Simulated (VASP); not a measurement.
# Ba in VASP: single point with PBE

Aim: the single point of Ba with PBE.

All numbers are computed with VASP 6.6.1; they aren't measurements. Logs are shortened: lines on timing, memory, paths and dates and some standing lists are left out, and cuts for length are marked.

### Step 1. The cell of the first run

The cell holds a sheet with vacuum, 3 atoms: a = 8.504 Å, b = 8.504 Å, c = 23.800 Å, α = 90.00°, β = 90.00°, γ = 120.00°.

### Step 2. Single point, PBE

INCAR

```
SYSTEM = Ba
ALGO = Normal
DIPOL = 0.5 0.5 0.294
EDIFF = 1E-6
ENCUT = 400
GGA = PE
GGA_COMPAT = .False.
IDIPOL = 3
ISIF = 2
ISMEAR = 0
ISYM = 0
LASPH = .True.
LCHARG = .False.
LDIPOL = .True.
LREAL = .False.
LWAVE = .False.
NBANDS = 22
NELM = 120
NELMDL = -8
PREC = Accurate
SIGMA = 0.1
```

KPOINTS

```
Automatic mesh
0
Gamma
  6 6 1
  0.5 0.5 0
```

POSCAR

```
Ba
1.0
    8.5039465381      0.0000000000      0.0000000000
   -4.2519732691      7.3646337344      0.0000000000
    0.0000000000      0.0000000000     23.8000000000
Ba
3
Direct
    0.0000000000      0.5000000000      0.2941176471
    0.5000000000      0.0000000000      0.2941176471
    0.5000000000      0.5000000000      0.2941176471
```

Potentials or basis: VASP PAW PBE potentials, release 64 (Ba_sv).

On the command line:

```bash
$ cat potpaw_PBE.64/Ba_sv/POTCAR > POTCAR
$ mpirun -np 1 vasp_std > vasp.out
```

OUTCAR:

```text
SYSTEM = Ba
   EDIFF = 1E-6
   ENCUT = 400
   GGA = PE
   ISIF = 2
   ISMEAR = 0
   ISYM = 0
   LASPH = .True.
   LREAL = .False.
   NELM = 120
   NELMDL = -8
   PREC = Accurate

 ion  position               nearest neighbor table
   1  0.000  0.500  0.294-   2 4.25   2 4.25   3 4.25   3 4.25
   2  0.500  0.000  0.294-   1 4.25   1 4.25   3 4.25   3 4.25
   3  0.500  0.500  0.294-   1 4.25   1 4.25   2 4.25   2 4.25

IMPORTANT INFORMATION: All symmetrisations will be switched off!
NOSYMM: (Re-)initialisation of all symmetry stuff for point group C_1.

----------------------------------------------------------------------------------------

                                     Primitive cell

  volume of cell :    1490.5571

  direct lattice vectors                    reciprocal lattice vectors
     8.503946538  0.000000000  0.000000000     0.117592461  0.067892039  0.000000000
    -4.251973269  7.364633734  0.000000000     0.000000000  0.135784078  0.000000000
     0.000000000  0.000000000 23.800000000     0.000000000  0.000000000  0.042016807

  length of vectors
     8.503946538  8.503946538 23.800000000     0.135784078  0.135784078  0.042016807

  position of ions in fractional coordinates (direct lattice)
     0.000000000  0.500000000  0.294117647
     0.500000000  0.000000000  0.294117647
     0.500000000  0.500000000  0.294117647

  ion indices of the primitive-cell ions
   primitive index   ion index
                 1           1
                 2           2
                 3           3

----------------------------------------------------------------------------------------

 KPOINTS: Automatic mesh

Automatic generation of k-mesh.
 Grid dimensions read from file:
 generate k-points for:    6    6    1

 Generating k-lattice:

  Cartesian coordinates                     Fractional coordinates (reciprocal lattice)
     0.019598743  0.011315340  0.000000000     0.166666667  0.000000000  0.000000000
     0.000000000  0.022630680  0.000000000     0.000000000  0.166666667  0.000000000
     0.000000000  0.000000000  0.042016807     0.000000000  0.000000000  1.000000000

  Length of vectors
     0.022630680  0.022630680  0.042016807

  Shift w.r.t. Gamma in fractional coordinates (k-lattice)
     0.500000000  0.500000000  0.000000000

 Subroutine IBZKPT returns following result:
 ===========================================

 Found     54 irreducible k-points:

 Following reciprocal coordinates:
            Coordinates               Weight
  0.083333  0.083333  0.000000      2.000000
 -0.083333  0.166667  0.000000      2.000000
 -0.166667  0.083333  0.000000      2.000000
  0.250000  0.083333  0.000000      2.000000
 -0.083333  0.333333  0.000000      2.000000
 -0.333333  0.250000  0.000000      2.000000
[... 16 lines left out ...]
 -0.083333 -0.166667  0.000000      2.000000
  0.166667 -0.250000  0.000000      2.000000
 [... further k-points ...]
   k-points           NKPTS =     54   k-points in BZ     NKDIM =     54   number of bands    NBANDS=     22
   number of dos      NEDOS =    301   number of ions     NIONS =      3
   total plane-waves  NPLWV = 501760
   dimension x,y,z NGX =    56 NGY =   56 NGZ =  160
   dimension x,y,z NGXF=   112 NGYF=  112 NGZF=  320
   ions per type =               3
   NGX,Y,Z   is equivalent  to a cutoff of  10.95, 10.95, 11.18 a.u.
   NGXF,Y,Z  is equivalent  to a cutoff of  21.90, 21.90, 22.35 a.u.
 SYSTEM =  Ba
   PREC   = accura    normal or accurate (medium, high low for compatibility)
   ISTART =      0    job   : 0-new  1-cont  2-samecut
   ICHARG =      2    charge: 1-file 2-atom 10-const
   ISPIN  =      1    spin polarized calculation?
   LNONCOLLINEAR =      F non collinear calculations
   LSORBIT =      F    spin-orbit coupling
   LASPH  =      T    aspherical Exc in radial PAW
   ENCUT  =  400.0 eV  29.40 Ry    5.42 a.u.  13.87 13.87 38.81*2*pi/ulx,y,z
   NELM   =    120;   NELMIN=  2; NELMDL= -8     # of ELM steps
   EDIFF  = 0.1E-05   stopping-criterion for ELM
   LREAL  =      F    real-space projection
   EDIFFG = 0.1E-04   stopping-criterion for IOM
   NSW    =      0    number of steps for IOM
   IBRION =     -1    ionic relax: 0-MD 1-quasi-New 2-CG
   NFREE  =      0    steps in history (QN), initial steepest desc. (CG)
   ISIF   =      2    stress and relaxation
   ISYM   =      0    0-nonsym 1-usesym 2-fastsym
   POTIM  = 0.5000    time-step for ionic-motion
   TEBEG  =    0.0;   TEEND  =   0.0 temperature during run
   PSTRESS=    0.0 pullay stress
   NELECT =      30.0000    total number of electrons
   NUPDOWN=      -1.0000    fix difference up-down
   EMIN   =  10.00;   EMAX   =-10.00  energy-range for DOS
   EFERMI =   0.00;   METHOD = LEGACY
   ISMEAR =     0;   SIGMA  =   0.10  broadening in eV -4-tet -1-fermi 0-gaus
   EFERMI_NEDOS =   21; number of points for ismear=-14 and -15
   IALGO  =     38    algorithm
   IMIX   =      4    mixing-type and parameters
     AMIX     =   0.40;   BMIX     =  1.00
     AMIX_MAG =   1.60;   BMIX_MAG =  1.00
  volume/ion in A,a.u.               =     496.85      3352.93
  Fermi-wavevector in a.u.,A,eV,Ry     =   0.445313  0.841520  2.698089  0.198304
  Thomas-Fermi vector in A             =   1.422941
   LORBIT       =      0    0 simple, 1 ext, 2 COOP (PROOUT), +10 PAW based schemes
   GGA     = PE    functional components
   LHFCALC =     F    Hartree Fock is set to
   AEXX    =    0.0000 exact exchange contribution
   IVDW    =     0    specifies the selected vdW correction
   LEPSILON=     F    determine dielectric tensor
   LRPA    =     F    only Hartree local field effects (RPA)
 non-spin polarized calculation
 Gauss-broadening in eV      SIGMA  =   0.10
  energy-cutoff  :      400.00
  volume of cell :     1490.56
 maximum number of plane-waves:     27109
   NGX = 27   NGY = 27   NGZ = 77

 dipolmoment           0.000000      0.000000     -0.000000 electrons x Angstroem

 number of electron      30.0000001 magnetization

 dipolmoment           0.000000      0.000000      0.000000 electrons x Angstroem

 Free energy of the ion-electron system (eV)
  ---------------------------------------------------
  ext. energy  EPLUGINS =         0.00000000
  ---------------------------------------------------
  free energy    TOTEN  =        -2.44818518 eV

  energy without entropy =       -2.38777184  energy(sigma->0) =       -2.41797851

 E-fermi :  -1.8105     XC(G=0):  -1.6525

 val. band max:       -1.8440186961   @ k =  -0.4167  -0.3333   0.0000
 cond. band min:      -1.8008390017   @ k =   0.3333  -0.0833   0.0000
 fundamental gap:      0.0431796944
 Fermi energy:        -1.8105093956

 k-point     1 :       0.0833    0.0833    0.0000
  band No.  band energies     occupation
      1     -31.5292      2.00000
      2     -31.4970      2.00000
      3     -31.4954      2.00000
      4     -16.8325      2.00000
      5     -16.8054      2.00000
      6     -16.7789      2.00000
[... 14 lines left out ...]
     21      -1.0773      0.00000
     22      -0.7128      0.00000

 k-point     2 :      -0.0833    0.1667    0.0000
  band No.  band energies     occupation
      1     -31.5292      2.00000
      2     -31.4970      2.00000
      3     -31.4954      2.00000
      4     -16.8325      2.00000
      5     -16.8054      2.00000
      6     -16.7789      2.00000
[... 14 lines left out ...]
     21      -1.0773      0.00000
     22      -0.7128      0.00000

 k-point     3 :      -0.1667    0.0833    0.0000
  band No.  band energies     occupation
      1     -31.5292      2.00000
      2     -31.4970      2.00000
      3     -31.4954      2.00000
      4     -16.8325      2.00000
      5     -16.8054      2.00000
      6     -16.7789      2.00000
[... 14 lines left out ...]
     21      -1.0773      0.00000
     22      -0.7128      0.00000

 k-point     4 :       0.2500    0.0833    0.0000
  band No.  band energies     occupation
      1     -31.5245      2.00000
      2     -31.5017      2.00000
      3     -31.4954      2.00000
      4     -16.8247      2.00000
      5     -16.7868      2.00000
      6     -16.7763      2.00000
[... 14 lines left out ...]
     21      -1.0424      0.00000
     22      -0.9148      0.00000

 k-point     5 :      -0.0833    0.3333    0.0000
  band No.  band energies     occupation
      1     -31.5245      2.00000
      2     -31.5018      2.00000
      3     -31.4954      2.00000
      4     -16.8247      2.00000
      5     -16.7868      2.00000
      6     -16.7763      2.00000
[... 14 lines left out ...]
     21      -1.0424      0.00000
     22      -0.9148      0.00000

 k-point     6 :      -0.3333    0.2500    0.0000
  band No.  band energies     occupation
      1     -31.5245      2.00000
      2     -31.5017      2.00000
      3     -31.4954      2.00000
      4     -16.8247      2.00000
      5     -16.7868      2.00000
      6     -16.7763      2.00000
[... 14 lines left out ...]
     21      -1.0424      0.00000
     22      -0.9148      0.00000

 k-point     7 :      -0.2500    0.3333    0.0000
  band No.  band energies     occupation
      1     -31.5245      2.00000
      2     -31.5017      2.00000
      3     -31.4954      2.00000
      4     -16.8247      2.00000
      5     -16.7868      2.00000
      6     -16.7763      2.00000
[... 324 lines left out ...]
      6     -16.7763      2.00000
[... 14 lines left out ...]
     21      -1.0626      0.00000
     22      -0.7715      0.00000

 k-point    21 :      -0.3333   -0.0833    0.0000
  band No.  band energies     occupation
      1     -31.5215      2.00000
      2     -31.5048      2.00000
      3     -31.4954      2.00000
      4     -16.8197      2.00000
      5     -16.7920      2.00000
      6     -16.7763      2.00000
[... 14 lines left out ...]
     21      -1.0626      0.00000
     22      -0.7752      0.00000

 k-point    22 :      -0.2500    0.0833    0.0000
  band No.  band energies     occupation
      1     -31.5273      2.00000
      2     -31.4990      2.00000
      3     -31.4954      2.00000
      4     -16.8292      2.00000
      5     -16.7874      2.00000
      6     -16.7823      2.00000
[... 14 lines left out ...]
     21      -1.0103      0.00000
     22      -0.8989      0.00000

 k-point    23 :      -0.0833   -0.1667    0.0000
  band No.  band energies     occupation
      1     -31.5273      2.00000
      2     -31.4990      2.00000
      3     -31.4954      2.00000
      4     -16.8292      2.00000
      5     -16.7874      2.00000
      6     -16.7823      2.00000
[... 14 lines left out ...]
     21      -1.0103      0.00000
     22      -0.8989      0.00000

 k-point    24 :       0.1667   -0.2500    0.0000
  band No.  band energies     occupation
      1     -31.5273      2.00000
      2     -31.4990      2.00000
      3     -31.4954      2.00000
      4     -16.8292      2.00000
      5     -16.7874      2.00000
      6     -16.7823      2.00000
[... 14 lines left out ...]
     21      -1.0103      0.00000
     22      -0.8989      0.00000

 [... further k-points ...]

------------------------ aborting loop because EDIFF is reached ----------------------------------------

 vacuum level on the upper side and lower side of the slab       (xc-potential included)        -0.009        -0.008

  FORCE on cell =-STRESS in cart. coord.  units (eV):
  Direction    XX          YY          ZZ          XY          YZ          ZX
  --------------------------------------------------------------------------------------
  -------------------------------------------------------------------------------------
  Total        0.0037148      0.0036501     -0.0132003      0.0000067      0.0000004      0.0000003
  in kB        0.0039930      0.0039234     -0.0141888      0.0000072      0.0000004      0.0000003
  external PRESSURE =      -0.0020908 kB  Pullay stress =       0.0000000 kB

 VOLUME and BASIS-vectors are now :
 -----------------------------------------------------------------------------
  energy-cutoff  :      400.00
  volume of cell :     1490.56
      direct lattice vectors                 reciprocal lattice vectors
     8.503946538  0.000000000  0.000000000     0.117592461  0.067892039  0.000000000
    -4.251973269  7.364633734  0.000000000     0.000000000  0.135784078  0.000000000
     0.000000000  0.000000000 23.800000000     0.000000000  0.000000000  0.042016807

 POSITION                                       TOTAL-FORCE (eV/Angst)
 -----------------------------------------------------------------------------------
     -2.12599      3.68232      7.00000        -0.000000      0.000001     -0.000000
      4.25197      0.00000      7.00000        -0.000000     -0.000002      0.000000
      2.12599      3.68232      7.00000         0.000001      0.000000     -0.000000
 -----------------------------------------------------------------------------------
    total drift:                               -0.000000      0.000001     -0.000248

  FREE ENERGIE OF THE ION-ELECTRON SYSTEM (eV)
  ---------------------------------------------------
  free  energy   TOTEN  =        -2.4481851811 eV

  energy  without entropy=       -2.3877718365  energy(sigma->0) =       -2.41797851

 vacuum level on the upper side and lower side of the slab         0.567         0.567
```

Run time: 24 min. Hardware: 1 thread of Intel Xeon 6975P-C (Granite Rapids), shared host; peak memory 1.6 GiB.

Results:

| Property | Result |
| --- | --- |
| Free energy | -2.4482 eV |
| Band gap on the k mesh | zero (bands 15 and 16 overlap by 0.27 eV) |

Caveat: spin-orbit coupling is left out, which moves the levels of the heavy elements.
